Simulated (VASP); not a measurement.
Set up this calculation in VASP 6.6.1, as the native input.

```
Task                   : relaxation of cell and atoms
Functional             : PBEsol
Potentials or basis    : VASP PAW PBE potentials, release 64 (K_sv, Mg, F)
Cutoff                 : 600 eV
k mesh                 : 6 × 6 × 6
Occupations            : gaussian, width 0.02 eV
Spin                   : no spin polarisation
Dipole correction      : no
Further INCAR settings : ALGO = Normal; EDIFF = 1e-07; IBRION = 2; EDIFFG = -0.005; NSW = 100; ISIF = 3
```

The structure of KMgF3 lies in POSCAR:

```
KMgF3
1.0
    3.9784682300      0.0000000000      0.0000000000
    0.0000000000      3.9784682300      0.0000000000
    0.0000000000      0.0000000000      3.9784682300
K Mg F
1 1 3
Direct
    0.5000000000      0.5000000000      0.5000000000
    0.0000000000      0.0000000000      0.0000000000
    0.0000000000      0.5000000000      0.0000000000
    0.0000000000      0.0000000000      0.5000000000
    0.5000000000      0.0000000000      0.0000000000
```

The input as run:

INCAR

```
ALGO = Normal
EDIFF = 1E-7
EDIFFG = -0.005
ENCUT = 600
GGA = PS
GGA_COMPAT = F
IBRION = 2
ISIF = 3
ISMEAR = 0
LASPH = T
LCHARG = F
LREAL = F
LWAVE = F
NELM = 120
NELMIN = 4
NSW = 100
PREC = Accurate
SIGMA = 0.02
```

KPOINTS

```
k-points
0
Gamma
  6 6 6
```

Potentials or basis: VASP PAW PBE potentials, release 64 (K_sv, Mg, F).

Command:

```bash
$ cat potpaw_PBE.64/K_sv/POTCAR potpaw_PBE.64/Mg/POTCAR potpaw_PBE.64/F/POTCAR > POTCAR
$ mpirun -np 1 vasp_std > vasp.out
```

It gave:

```json
{
 "Relaxed volume": "12.63 Å³/atom",
 "Relaxed cell": "a = 3.982 Å, b = 3.982 Å, c = 3.982 Å, α = 90.00°, β = 90.00°, γ = 90.00°",
 "Space group after relaxing (to 0.05 Å)": "Pm-3m (No. 221)",
 "Energy gained by relaxing": "0.0 meV/atom",
 "Ionic steps": "2",
 "Pressure after relaxing": "0.0 GPa",
 "Band gap on the k mesh": "7.14 eV, indirect (least direct gap 7.47 eV)"
}
```

Caveat: the PAW data sets were made with another functional, which shifts forces and pressure a little.

It took 32 s on 1 thread of Intel(R) Xeon(R) Platinum 8488C (Sapphire Rapids), with other jobs on the host, peak memory 0.2 GiB.
